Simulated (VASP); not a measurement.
# CuO (P4/mmm) in VASP: settings compared

CuO is run at these levels: RPBE, BLYP; tasks: density of states.

All numbers are computed with VASP 6.6.1; they aren't measurements. Logs are shortened: lines on timing, memory, paths and dates and some standing lists are left out, and cuts for length are marked.

### 1 The cell of the first run

The structure is tetragonal, space group P4/mmm (No. 123). The conventional cell has a = 4.161 Å, b = 4.161 Å, c = 3.888 Å, α = 90.00°, β = 90.00°, γ = 90.00°. Cu (site symmetry mmm) has 4 O at 1.94 to 2.08 Å within 2.6 Å. Within 2.6 Å of Cu (site symmetry 4/mmm) lie 6 O at 1.94 to 2.08 Å. O (site symmetry 4/mmm) has 6 Cu at 1.94 to 2.08 Å within 2.6 Å. O (site symmetry mmm) has 4 Cu at 1.94 to 2.08 Å within 2.6 Å.

### 2 Density of states, RPBE

Input file POSCAR:

```
CuO
1.0
    4.1609370000      0.0000000000      0.0000000000
    0.0000000000      4.1609370000      0.0000000000
    0.0000000000      0.0000000000      3.8876430000
Cu O
3 3
Direct
    0.5000000000      0.0000000000      0.5000000000
    0.0000000000      0.5000000000      0.5000000000
    0.0000000000      0.0000000000      0.0000000000
    0.0000000000      0.0000000000      0.5000000000
    0.5000000000      0.0000000000      0.0000000000
    0.0000000000      0.5000000000      0.0000000000
```

Input file INCAR.step1:

```
SYSTEM = CuO
PREC     = Accurate       ! precision mode
ENCUT    = 520            ! plane-wave cutoff, eV
EDIFF    = 1E-6           ! SCF threshold, eV
ISMEAR   = -1             ! smearing method
SIGMA    = 0.05           ! smearing width, eV
LREAL    = .FALSE.        ! projectors in reciprocal space
LASPH    = .TRUE.         ! aspherical terms in the spheres
NELM     = 60             ! most SCF steps
ALGO     = Normal         ! electronic algorithm
ISIF     = 2              ! what is computed and relaxed
LWAVE    = .FALSE.        ! write WAVECAR
LCHARG   = .TRUE.         ! write CHGCAR
LMAXMIX  = 4              ! l up to which the mixer works
GGA      = RP             ! functional
NBANDS   = 34             ! bands
```

Input file KPOINTS.step1:

```
regular mesh
0
G
  7 7 7
  0 0 0
```

Input file INCAR.step2:

```
SYSTEM = CuO
PREC     = Accurate       ! precision mode
ENCUT    = 520            ! plane-wave cutoff, eV
EDIFF    = 1E-6           ! SCF threshold, eV
ISMEAR   = -5             ! smearing method
SIGMA    = 0.05           ! smearing width, eV
LREAL    = .FALSE.        ! projectors in reciprocal space
LASPH    = .TRUE.         ! aspherical terms in the spheres
NELM     = 60             ! most SCF steps
ALGO     = Normal         ! electronic algorithm
ISIF     = 2              ! what is computed and relaxed
LWAVE    = .FALSE.        ! write WAVECAR
LCHARG   = .FALSE.        ! write CHGCAR
LMAXMIX  = 4              ! l up to which the mixer works
GGA      = RP             ! functional
LORBIT   = 11             ! projections on sites
NBANDS   = 34             ! bands
NEDOS    = 2001           ! points of the DOS
ICHARG   = 11             ! starting density
```

Input file KPOINTS.step2:

```
regular mesh
0
G
  11 11 11
  0 0 0
```

Potentials or basis: VASP PAW PBE potentials, release 64 (Cu, O).

Command:

```console
> cat potpaw_PBE.64/Cu/POTCAR potpaw_PBE.64/O/POTCAR > POTCAR
> cp INCAR.step1 INCAR
> cp KPOINTS.step1 KPOINTS
> mpirun -np 1 vasp_std > vasp.out
> cp INCAR.step2 INCAR
> cp KPOINTS.step2 KPOINTS
> mpirun -np 1 vasp_std > vasp.out
```

OUTCAR:

```text
SYSTEM = CuO
   PREC = Accurate
   ENCUT = 520
   EDIFF = 1E-6
   ISMEAR = -5
   LREAL = .FALSE.
   LASPH = .TRUE.
   NELM = 60
   ISIF = 2
   GGA = RP
   LORBIT = 11
   ICHARG = 11

 ion  position               nearest neighbor table
   1  0.500  0.000  0.500-   5 1.94   5 1.94   4 2.08   4 2.08
   2  0.000  0.500  0.500-   6 1.94   6 1.94   4 2.08   4 2.08
   3  0.000  0.000  0.000-   4 1.94   4 1.94   6 2.08   5 2.08   6 2.08   5 2.08
   4  0.000  0.000  0.500-   3 1.94   3 1.94   1 2.08   2 2.08   2 2.08   1 2.08
   5  0.500  0.000  0.000-   1 1.94   1 1.94   3 2.08   3 2.08
   6  0.000  0.500  0.000-   2 1.94   2 1.94   3 2.08   3 2.08

  LATTYP: Found a simple tetragonal cell.
 ALAT       =     4.1609370000
 C/A-ratio  =     0.9343191209

  Lattice vectors:

 A1 = (   4.1609370000,   0.0000000000,   0.0000000000)
 A2 = (   0.0000000000,   4.1609370000,   0.0000000000)
 A3 = (   0.0000000000,   0.0000000000,   3.8876430000)

Analysis of symmetry for initial positions (statically):
=====================================================================
 Subroutine PRICEL returns:
 Original cell was already a primitive cell.

 Routine SETGRP: Setting up the symmetry group for a
 simple tetragonal supercell.

 Subroutine GETGRP returns: Found 16 space group operations
 (whereof 16 operations were pure point group operations)
 out of a pool of 16 trial point group operations.

The static configuration has the point symmetry D_4h.

Analysis of symmetry for dynamics (positions and initial velocities):
=====================================================================
 Subroutine PRICEL returns:
 Original cell was already a primitive cell.

 Routine SETGRP: Setting up the symmetry group for a
 simple tetragonal supercell.

 Subroutine GETGRP returns: Found 16 space group operations
 (whereof 16 operations were pure point group operations)
 out of a pool of 16 trial point group operations.

The dynamic configuration has the point symmetry D_4h.

 Subroutine INISYM returns: Found 16 space group operations
 (whereof 16 operations are pure point group operations),
 and found     1 'primitive' translations

----------------------------------------------------------------------------------------

                                     Primitive cell

  volume of cell :      67.3083

[... 111 lines left out ...]
   EMIN   =  10.00;   EMAX   =-10.00  energy-range for DOS
   EFERMI =   0.00;   METHOD = LEGACY
   ISMEAR =    -5;   SIGMA  =   0.05  broadening in eV -4-tet -1-fermi 0-gaus
   EFERMI_NEDOS =   21; number of points for ismear=-14 and -15
   IALGO  =     38    algorithm
   IMIX   =      4    mixing-type and parameters
     AMIX     =   0.40;   BMIX     =  1.00
     AMIX_MAG =   1.60;   BMIX_MAG =  1.00
  volume/ion in A,a.u.               =      11.22        75.70
  Fermi-wavevector in a.u.,A,eV,Ry     =   1.492481  2.820379 30.306951  2.227498
  Thomas-Fermi vector in A             =   2.605003
   LORBIT       =     11    0 simple, 1 ext, 2 COOP (PROOUT), +10 PAW based schemes
   GGA     = RP    functional components
   LHFCALC =     F    Hartree Fock is set to
   AEXX    =    0.0000 exact exchange contribution
   IVDW    =     0    specifies the selected vdW correction
   LEPSILON=     F    determine dielectric tensor
   LRPA    =     F    only Hartree local field effects (RPA)
 non-spin polarized calculation
 Fermi weights with tetrahedron method with Bloechl corrections
  energy-cutoff  :      520.00
  volume of cell :       67.31
 maximum number of plane-waves:      1830
 NGX is ok and might be reduce to    32

 number of electron      51.0000005 magnetization

 Free energy of the ion-electron system (eV)
  ---------------------------------------------------
  ext. energy  EPLUGINS =         0.00000000
  ---------------------------------------------------
  free energy    TOTEN  =       -25.35887446 eV

  energy without entropy =      -25.35887446  energy(sigma->0) =      -25.35887446

 E-fermi :   4.3199     XC(G=0): -10.9352

 val. band max:        4.3871068629   @ k =   0.2727   0.2727   0.2727
 cond. band min:       4.3095548549   @ k =   0.3636   0.3636   0.1818
 fundamental gap:     -0.0775520080
 Fermi energy:         4.3198913912

 k-point     1 :       0.0000    0.0000    0.0000
  band No.  band energies     occupation
      1     -15.5703      2.00000
      2     -13.5574      2.00000
      3     -13.1348      2.00000
      4      -1.5629      2.00000
      5      -1.4154      2.00000
      6      -1.4154      2.00000
[... 877 lines left out ...]
     33      15.5848      0.00000
     34      17.1026      0.00000

 [... further k-points ...]

------------------------ aborting loop because EDIFF is reached ----------------------------------------

  FORCE on cell =-STRESS in cart. coord.  units (eV):
  Direction    XX          YY          ZZ          XY          YZ          ZX
  --------------------------------------------------------------------------------------
  -------------------------------------------------------------------------------------
  Total        1.6308003      1.6308003      2.3643433      0.0000000      0.0000000      0.0000000
  in kB       38.8188528     38.8188528     56.2797880      0.0000000      0.0000000      0.0000000
  external PRESSURE =      44.6391645 kB  Pullay stress =       0.0000000 kB

 VOLUME and BASIS-vectors are now :
 -----------------------------------------------------------------------------
  energy-cutoff  :      520.00
  volume of cell :       67.31
      direct lattice vectors                 reciprocal lattice vectors
     4.160937000  0.000000000  0.000000000     0.240330483  0.000000000  0.000000000
     0.000000000  4.160937000  0.000000000     0.000000000  0.240330483  0.000000000
     0.000000000  0.000000000  3.887643000     0.000000000  0.000000000  0.257225265

 POSITION                                       TOTAL-FORCE (eV/Angst)
 -----------------------------------------------------------------------------------
      2.08047      0.00000      1.94382         0.000000      0.000000      0.000000
      0.00000      2.08047      1.94382         0.000000      0.000000      0.000000
      0.00000      0.00000      0.00000         0.000000      0.000000      0.000000
      0.00000      0.00000      1.94382         0.000000      0.000000      0.000000
      2.08047      0.00000      0.00000         0.000000      0.000000      0.000000
      0.00000      2.08047      0.00000         0.000000      0.000000      0.000000
 -----------------------------------------------------------------------------------
    total drift:                               -0.000000      0.000000     -0.000000

  FREE ENERGIE OF THE ION-ELECTRON SYSTEM (eV)
  ---------------------------------------------------
  free  energy   TOTEN  =       -25.3588744604 eV

  energy  without entropy=      -25.3588744604  energy(sigma->0) =      -25.35887446

 total charge

# of ion       s       p       d       tot
------------------------------------------
    1        0.344   0.325   9.160   9.829
    2        0.344   0.325   9.160   9.829
    3        0.348   0.407   9.101   9.855
    4        1.590   3.400   0.000   4.990
    5        1.574   3.373   0.000   4.947
    6        1.574   3.373   0.000   4.947
--------------------------------------------------
tot          5.773  11.201  27.421  44.396
```

OSZICAR.step1:

```text
N       E                     dE             d eps       ncg     rms          rms(c)
DAV:   1     0.552401429946E+03    0.55240E+03   -0.23575E+04  2800   0.229E+03
DAV:   2     0.627684471773E+02   -0.48963E+03   -0.46039E+03  2738   0.475E+02
DAV:   3    -0.290162482553E+02   -0.91785E+02   -0.86362E+02  3476   0.219E+02
[... 11 lines left out ...]
DAV:  15    -0.253887888775E+02   -0.38331E-04   -0.43391E-04  4548   0.311E-01    0.486E-02
DAV:  16    -0.253887655652E+02    0.23312E-04   -0.71761E-05  4318   0.149E-01    0.903E-03
DAV:  17    -0.253887687499E+02   -0.31848E-05   -0.27751E-05  4370   0.658E-02    0.119E-02
DAV:  18    -0.253887667638E+02    0.19861E-05   -0.19841E-06  2354   0.397E-02    0.201E-03
DAV:  19    -0.253887670977E+02   -0.33395E-06   -0.23792E-06  2480   0.118E-02
   1 F= -.25388767E+02 E0= -.25373829E+02  d E =-.298754E-01
```

Run time: 1.8 min. Hardware: 1 thread of Intel Xeon 6975P-C (Granite Rapids), shared host; peak memory 0.32 GiB.

Results:

- Valence electrons inside the program's atomic spheres: Cu 9.83, 9.86; O 4.99, 4.95

Levels at points of the mesh, in eV from the Fermi level:
```tsv
k point	band 24	band 25	band 26	band 27	band 28	band 29
(0.00, 0.00, 0.00)	-1.48	-1.45	-1.45	-1.39	1.37	6.22
```

Caveat: the PAW data sets were made with another functional, which shifts forces and pressure a little; an odd number of electrons without spin polarisation forces a metal; a magnetic or distorted state may lie lower; semilocal functionals often make such compounds metallic where correlation or magnetic order opens a gap, which also shifts bond lengths; tetrahedron occupations give inexact forces and stress in metals.

### 3 Density of states, BLYP

POSCAR is that of step 2.

Input file INCAR.step1:

```
SYSTEM = CuO
  PREC = Accurate
  ENCUT = 520
  EDIFF = 1E-6
  ISMEAR = -1
  SIGMA = 0.05
  LREAL = .FALSE.
  LASPH = .TRUE.
  NELM = 80
  ALGO = Normal
  ISIF = 2
  LWAVE = .FALSE.
  LCHARG = .TRUE.
  LMAXMIX = 4
  GGA = B5
  ALDAX = 1.0
  AGGAX = 1.0
  AGGAC = 1.0
  ALDAC = 0.0
  NBANDS = 34
```

Input file KPOINTS.step1:

```
Automatic mesh
0
G
  7 7 7
  0 0 0
```

Input file INCAR.step2:

```
SYSTEM = CuO
  PREC = Accurate
  ENCUT = 520
  EDIFF = 1E-6
  ISMEAR = -5
  SIGMA = 0.05
  LREAL = .FALSE.
  LASPH = .TRUE.
  NELM = 80
  ALGO = Normal
  ISIF = 2
  LWAVE = .FALSE.
  LCHARG = .FALSE.
  LMAXMIX = 4
  GGA = B5
  ALDAX = 1.0
  AGGAX = 1.0
  AGGAC = 1.0
  ALDAC = 0.0
  LORBIT = 11
  NEDOS = 2001
  ICHARG = 11
```

Input file KPOINTS.step2:

```
Automatic mesh
0
G
  11 11 11
  0 0 0
```

Potentials or basis: VASP PAW PBE potentials, release 64 (Cu, O).

Command:

```console
> cat potpaw_PBE.64/Cu/POTCAR potpaw_PBE.64/O/POTCAR > POTCAR
> cp INCAR.step1 INCAR
> cp KPOINTS.step1 KPOINTS
> mpirun -np 1 vasp_std > vasp.out
> cp INCAR.step2 INCAR
> cp KPOINTS.step2 KPOINTS
> mpirun -np 1 vasp_std > vasp.out
```

Wall time 1.9 min (1 thread of Intel Xeon 6975P-C (Granite Rapids), shared host); peak memory 0.31 GiB.

Results (log left out):

* Valence electrons inside the program's atomic spheres: Cu 9.86, 9.88; O 4.99, 4.94

Levels at points of the mesh, in eV from the Fermi level:
```csv
k point,band 24,band 25,band 26,band 27,band 28,band 29
"(0.00, 0.00, 0.00)",-1.49,-1.43,-1.43,-1.40,1.45,6.20
```

Caveat: the PAW data sets were made with another functional, which shifts forces and pressure a little; an odd number of electrons without spin polarisation forces a metal; a magnetic or distorted state may lie lower; semilocal functionals often make such compounds metallic where correlation or magnetic order opens a gap, which also shifts bond lengths; tetrahedron occupations give inexact forces and stress in metals.
